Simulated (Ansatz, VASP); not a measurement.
## ZrSi3: VASP beside Ansatz

```
CELL_PARAMETERS angstrom
3.97540 0.00000 0.00000
0.00000 3.97540 0.00000
0.00000 0.00000 3.97540
ATOMIC_POSITIONS crystal
Zr 0.00000 0.00000 0.00000
Si 0.00000 0.50000 0.50000
Si 0.50000 0.50000 0.00000
Si 0.50000 0.00000 0.50000
```

Alike in both runs: task single point; functional PBEsol; k mesh 8 × 8 × 8; occupations gaussian, width 0.05 eV; no spin polarisation.

```csv
,VASP,Ansatz
version,VASP 6.6.1,Ansatz 0.2.0
potentials or method,"VASP PAW PBE potentials, release 64 (Zr_sv, Si), cutoff 520 eV","scalar-relativistic, plane waves, PAW"
valence electrons in the cell,24,24
```

```tsv
	VASP	Ansatz	Ansatz less VASP
gap on the k mesh at the Fermi level (eV)	none	none	-
pressure (GPa)	-2.1	-2.2	-0.16
```

VASP's potentials were made for PBE, not for PBEsol. A gap of «none» marks a metal or a gap that the smearing closes.
